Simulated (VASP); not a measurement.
# TiB2 (F-43m) in VASP: single point with PBE

Aim: the single point of TiB2 with PBE.

Program: VASP 6.6.1. These are calculated values, not measurements. Logs are shortened: lines on timing, memory, paths and dates and some standing lists are left out, and cuts for length are marked.

## 1. The cell of the first run

It takes space group F-43m (No. 216, cubic). The conventional cell has a = 4.824 Å, b = 4.824 Å, c = 4.824 Å, α = 90.00°, β = 90.00°, γ = 90.00°. Ti (site symmetry -43m) has 10 B at 2.09 to 2.41 Å within 2.8 Å. Within 2.8 Å of B (site symmetry -43m) lie 4 Ti at 2.09 Å and 4 B at 2.09 Å. Within 2.8 Å of B (site symmetry -43m) lie 4 B at 2.09 Å and 6 Ti at 2.41 Å.

## 2. Single point, PBE

Input file INCAR:

```
SYSTEM = TiB2
ALGO = Normal
EDIFF = 1E-6
ENCUT = 500
GGA = PE
GGA_COMPAT = .FALSE.
ISIF = 2
ISMEAR = 0
LASPH = .TRUE.
LCHARG = .TRUE.
LELF = .TRUE.
LREAL = .FALSE.
LVHAR = .TRUE.
LWAVE = .FALSE.
NBANDS = 16
NELM = 120
PREC = Accurate
SIGMA = 0.2
```

Input file KPOINTS:

```
k-points
0
G
  7 7 7
  0 0 0
```

Input file POSCAR:

```
TiB2
1.0
    0.0000000000      2.4117597306      2.4117597306
    2.4117597306      0.0000000000      2.4117597306
    2.4117597306      2.4117597306      0.0000000000
Ti B
1 2
Direct
    0.7500000000      0.7500000000      0.7500000000
    0.5000000000      0.5000000000      0.5000000000
    0.2500000000      0.2500000000      0.2500000000
```

Potentials or basis: VASP PAW PBE potentials, release 64 (Ti_sv, B).

Started as:

```sh
cat potpaw_PBE.64/Ti_sv/POTCAR potpaw_PBE.64/B/POTCAR > POTCAR
mpirun -np 1 vasp_std > vasp.out
```

OUTCAR:

```text
SYSTEM = TiB2
   EDIFF = 1E-6
   ENCUT = 500
   GGA = PE
   ISIF = 2
   ISMEAR = 0
   LASPH = .TRUE.
   LREAL = .FALSE.
   NELM = 120
   PREC = Accurate

 ion  position               nearest neighbor table
   1  0.750  0.750  0.750-   2 2.09   2 2.09   2 2.09   2 2.09   3 2.41   3 2.41   3 2.41   3 2.41
                             3 2.41   3 2.41
   2  0.500  0.500  0.500-   3 2.09   3 2.09   3 2.09   1 2.09   3 2.09   1 2.09   1 2.09   1 2.09

   3  0.250  0.250  0.250-   2 2.09   2 2.09   2 2.09   2 2.09   1 2.41   1 2.41   1 2.41   1 2.41
                             1 2.41   1 2.41

  LATTYP: Found a face centered cubic cell.
 ALAT       =     4.8235194612

  Lattice vectors:

 A1 = (   0.0000000000,   2.4117597306,   2.4117597306)
 A2 = (   2.4117597306,   0.0000000000,   2.4117597306)
 A3 = (   2.4117597306,   2.4117597306,   0.0000000000)

Analysis of symmetry for initial positions (statically):
=====================================================================
 Subroutine PRICEL returns:
 Original cell was already a primitive cell.

 Routine SETGRP: Setting up the symmetry group for a
 face centered cubic supercell.

 Subroutine GETGRP returns: Found 24 space group operations
 (whereof 24 operations were pure point group operations)
 out of a pool of 48 trial point group operations.

The static configuration has the point symmetry T_d .

Analysis of symmetry for dynamics (positions and initial velocities):
=====================================================================
 Subroutine PRICEL returns:
 Original cell was already a primitive cell.

 Routine SETGRP: Setting up the symmetry group for a
 face centered cubic supercell.

 Subroutine GETGRP returns: Found 24 space group operations
 (whereof 24 operations were pure point group operations)
 out of a pool of 48 trial point group operations.

The dynamic configuration has the point symmetry T_d .

 Subroutine INISYM returns: Found 24 space group operations
 (whereof 24 operations are pure point group operations),
 and found     1 'primitive' translations

----------------------------------------------------------------------------------------

                                     Primitive cell

  volume of cell :      28.0564

  direct lattice vectors                    reciprocal lattice vectors
     0.000000000  2.411759731  2.411759731    -0.207317501  0.207317501  0.207317501
     2.411759731  0.000000000  2.411759731     0.207317501 -0.207317501  0.207317501
     2.411759731  2.411759731  0.000000000     0.207317501  0.207317501 -0.207317501

  length of vectors
     3.410743320  3.410743320  3.410743320     0.359084445  0.359084445  0.359084445

  position of ions in fractional coordinates (direct lattice)
     0.750000000  0.750000000  0.750000000
     0.500000000  0.500000000  0.500000000
     0.250000000  0.250000000  0.250000000

  ion indices of the primitive-cell ions
   primitive index   ion index
                 1           1
                 2           2
                 3           3

----------------------------------------------------------------------------------------

 KPOINTS: k-points

Automatic generation of k-mesh.
 Grid dimensions read from file:
 generate k-points for:    7    7    7

 Generating k-lattice:

  Cartesian coordinates                     Fractional coordinates (reciprocal lattice)
    -0.029616786  0.029616786  0.029616786     0.142857143  0.000000000  0.000000000
     0.029616786 -0.029616786  0.029616786     0.000000000  0.142857143  0.000000000
     0.029616786  0.029616786 -0.029616786     0.000000000  0.000000000  0.142857143

  Length of vectors
     0.051297778  0.051297778  0.051297778

  Shift w.r.t. Gamma in fractional coordinates (k-lattice)
     0.000000000  0.000000000  0.000000000

 Subroutine IBZKPT returns following result:
 ===========================================

 Found     20 irreducible k-points:

 Following reciprocal coordinates:
            Coordinates               Weight
  0.000000  0.000000  0.000000      1.000000
  0.142857  0.000000  0.000000      8.000000
  0.285714  0.000000  0.000000      8.000000
  0.428571  0.000000  0.000000      8.000000
  0.142857  0.142857  0.000000      6.000000
  0.285714  0.142857  0.000000     24.000000
[... 12 lines left out ...]
 -0.428571  0.428571  0.142857     24.000000
 -0.285714  0.428571  0.142857     24.000000
   k-points           NKPTS =     20   k-points in BZ     NKDIM =     20   number of bands    NBANDS=     16
   number of dos      NEDOS =    301   number of ions     NIONS =      3
   total plane-waves  NPLWV =  21952
   dimension x,y,z NGX =    28 NGY =   28 NGZ =   28
   dimension x,y,z NGXF=    56 NGYF=   56 NGZF=   56
   ions per type =               1   2
   NGX,Y,Z   is equivalent  to a cutoff of  13.65, 13.65, 13.65 a.u.
   NGXF,Y,Z  is equivalent  to a cutoff of  27.30, 27.30, 27.30 a.u.
 SYSTEM =  TiB2
   PREC   = accura    normal or accurate (medium, high low for compatibility)
   ISTART =      0    job   : 0-new  1-cont  2-samecut
   ICHARG =      2    charge: 1-file 2-atom 10-const
   ISPIN  =      1    spin polarized calculation?
   LNONCOLLINEAR =      F non collinear calculations
   LSORBIT =      F    spin-orbit coupling
   LASPH  =      T    aspherical Exc in radial PAW
   ENCUT  =  500.0 eV  36.75 Ry    6.06 a.u.   6.22  6.22  6.22*2*pi/ulx,y,z
   NELM   =    120;   NELMIN=  2; NELMDL= -5     # of ELM steps
   EDIFF  = 0.1E-05   stopping-criterion for ELM
   LREAL  =      F    real-space projection
   EDIFFG = 0.1E-04   stopping-criterion for IOM
   NSW    =      0    number of steps for IOM
   IBRION =     -1    ionic relax: 0-MD 1-quasi-New 2-CG
   NFREE  =      0    steps in history (QN), initial steepest desc. (CG)
   ISIF   =      2    stress and relaxation
   ISYM   =      2    0-nonsym 1-usesym 2-fastsym
   POTIM  = 0.5000    time-step for ionic-motion
   TEBEG  =    0.0;   TEEND  =   0.0 temperature during run
   PSTRESS=    0.0 pullay stress
   NELECT =      18.0000    total number of electrons
   NUPDOWN=      -1.0000    fix difference up-down
   EMIN   =  10.00;   EMAX   =-10.00  energy-range for DOS
   EFERMI =   0.00;   METHOD = LEGACY
   ISMEAR =     0;   SIGMA  =   0.20  broadening in eV -4-tet -1-fermi 0-gaus
   EFERMI_NEDOS =   21; number of points for ismear=-14 and -15
   IALGO  =     38    algorithm
   IMIX   =      4    mixing-type and parameters
     AMIX     =   0.40;   BMIX     =  1.00
     AMIX_MAG =   1.60;   BMIX_MAG =  1.00
  volume/ion in A,a.u.               =       9.35        63.11
  Fermi-wavevector in a.u.,A,eV,Ry     =   1.411958  2.668213 27.124901  1.993624
  Thomas-Fermi vector in A             =   2.533756
   LORBIT       =      0    0 simple, 1 ext, 2 COOP (PROOUT), +10 PAW based schemes
   GGA     = PE    functional components
   LHFCALC =     F    Hartree Fock is set to
   AEXX    =    0.0000 exact exchange contribution
   IVDW    =     0    specifies the selected vdW correction
   LEPSILON=     F    determine dielectric tensor
   LRPA    =     F    only Hartree local field effects (RPA)
 non-spin polarized calculation
 Gauss-broadening in eV      SIGMA  =   0.20
  energy-cutoff  :      500.00
  volume of cell :       28.06
 maximum number of plane-waves:       725
 NGX is ok and might be reduce to    28
   NGX = 13   NGY = 13   NGZ = 13

 number of electron      18.0000000 magnetization

 Free energy of the ion-electron system (eV)
  ---------------------------------------------------
  ext. energy  EPLUGINS =         0.00000000
  ---------------------------------------------------
  free energy    TOTEN  =       -21.39017862 eV

  energy without entropy =      -21.37768585  energy(sigma->0) =      -21.38393224

 E-fermi :   9.6299     XC(G=0): -12.2784

 val. band max:        9.4886095109   @ k =  -0.1429   0.1429   0.0000
 cond. band min:       9.7731049568   @ k =  -0.4286   0.1429   0.0000
 fundamental gap:      0.2844954459
 Fermi energy:         9.6299080399

 k-point     1 :       0.0000    0.0000    0.0000
  band No.  band energies     occupation
      1     -47.4122      2.00000
      2     -23.6996      2.00000
      3     -23.6996      2.00000
      4     -23.6996      2.00000
      5      -3.5981      2.00000
      6       6.0435      2.00000
[... 8 lines left out ...]
     15      17.6436      0.00000
     16      17.6436      0.00000

 k-point     2 :       0.1429    0.0000    0.0000
  band No.  band energies     occupation
      1     -47.4082      2.00000
      2     -23.7419      2.00000
      3     -23.7050      2.00000
      4     -23.7050      2.00000
      5      -3.2314      2.00000
      6       5.1709      2.00000
[... 8 lines left out ...]
     15      16.6401      0.00000
     16      17.2378      0.00000

 k-point     3 :       0.2857    0.0000    0.0000
  band No.  band energies     occupation
      1     -47.3991      2.00000
      2     -23.8356      2.00000
      3     -23.7171      2.00000
      4     -23.7171      2.00000
      5      -2.2069      2.00000
      6       3.4120      2.00000
[... 8 lines left out ...]
     15      16.1591      0.00000
     16      16.1591      0.00000

 k-point     4 :       0.4286    0.0000    0.0000
  band No.  band energies     occupation
      1     -47.3918      2.00000
      2     -23.9096      2.00000
      3     -23.7267      2.00000
      4     -23.7267      2.00000
      5      -0.8006      2.00000
      6       1.6165      2.00000
[... 8 lines left out ...]
     15      15.8977      0.00000
     16      15.8977      0.00000

 k-point     5 :       0.1429    0.1429    0.0000
  band No.  band energies     occupation
      1     -47.4068      2.00000
      2     -23.7388      2.00000
      3     -23.7153      2.00000
      4     -23.7153      2.00000
      5      -3.1143      2.00000
      6       5.1968      2.00000
[... 8 lines left out ...]
     15      16.9196      0.00000
     16      16.9196      0.00000

 k-point     6 :       0.2857    0.1429    0.0000
  band No.  band energies     occupation
      1     -47.3994      2.00000
      2     -23.8083      2.00000
      3     -23.7305      2.00000
      4     -23.7267      2.00000
      5      -2.3233      2.00000
      6       3.9063      2.00000
[... 8 lines left out ...]
     15      15.8806      0.00000
     16      16.3742      0.00000
[... 191 lines left out ...]
 k-point    17 :       0.4286    0.2857    0.1429
  band No.  band energies     occupation
      1     -47.3926      2.00000
      2     -23.8470      2.00000
      3     -23.7701      2.00000
      4     -23.7360      2.00000
      5      -1.4137      2.00000
      6       3.0202      2.00000
[... 8 lines left out ...]
     15      15.9021      0.00000
     16      16.3428      0.00000

 k-point    18 :      -0.4286    0.2857    0.1429
  band No.  band energies     occupation
      1     -47.3871      2.00000
      2     -23.8777      2.00000
      3     -23.7946      2.00000
      4     -23.7506      2.00000
      5      -0.1896      2.00000
      6       1.8369      2.00000
[... 8 lines left out ...]
     15      16.8285      0.00000
     16      17.3576      0.00000

 k-point    19 :      -0.4286    0.4286    0.1429
  band No.  band energies     occupation
      1     -47.3847      2.00000
      2     -23.8768      2.00000
      3     -23.8002      2.00000
      4     -23.7765      2.00000
      5       0.0844      2.00000
      6       1.6564      2.00000
[... 8 lines left out ...]
     15      17.1944      0.00000
     16      17.8571      0.00000

 k-point    20 :      -0.2857    0.4286    0.1429
  band No.  band energies     occupation
      1     -47.3841      2.00000
      2     -23.8556      2.00000
      3     -23.8338      2.00000
      4     -23.7722      2.00000
      5       0.6134      2.00000
      6       1.3630      2.00000
[... 8 lines left out ...]
     15      17.2291      0.00000
     16      18.1572      0.00000

------------------------ aborting loop because EDIFF is reached ----------------------------------------

  FORCE on cell =-STRESS in cart. coord.  units (eV):
  Direction    XX          YY          ZZ          XY          YZ          ZX
  --------------------------------------------------------------------------------------
  -------------------------------------------------------------------------------------
  Total       -0.0134238     -0.0134238     -0.0134238      0.0000000      0.0000000      0.0000000
  in kB       -0.7665721     -0.7665721     -0.7665721      0.0000000      0.0000000      0.0000000
  external PRESSURE =      -0.7665721 kB  Pullay stress =       0.0000000 kB

 VOLUME and BASIS-vectors are now :
 -----------------------------------------------------------------------------
  energy-cutoff  :      500.00
  volume of cell :       28.06
      direct lattice vectors                 reciprocal lattice vectors
     0.000000000  2.411759731  2.411759731    -0.207317501  0.207317501  0.207317501
     2.411759731  0.000000000  2.411759731     0.207317501 -0.207317501  0.207317501
     2.411759731  2.411759731  0.000000000     0.207317501  0.207317501 -0.207317501

 POSITION                                       TOTAL-FORCE (eV/Angst)
 -----------------------------------------------------------------------------------
      3.61764      3.61764      3.61764        -0.000000      0.000000      0.000000
      2.41176      2.41176      2.41176         0.000000     -0.000000     -0.000000
      1.20588      1.20588      1.20588        -0.000000      0.000000     -0.000000
 -----------------------------------------------------------------------------------
    total drift:                               -0.000000     -0.000000     -0.000001

  FREE ENERGIE OF THE ION-ELECTRON SYSTEM (eV)
  ---------------------------------------------------
  free  energy   TOTEN  =       -21.3901786244 eV

  energy  without entropy=      -21.3776858500  energy(sigma->0) =      -21.38393224
```

Wall time 6.9 s (1 thread of Intel Xeon 6975P-C (Granite Rapids), shared host); peak memory 0.15 GiB.

What came out:

```yaml
Free_energy: -21.3902 eV
Pressure: -0.1 GPa
Band_gap_on_the_k_mesh: zero (band 9 reaches 9.91 eV, above the bottom of band 10 at 8.91 eV)
```
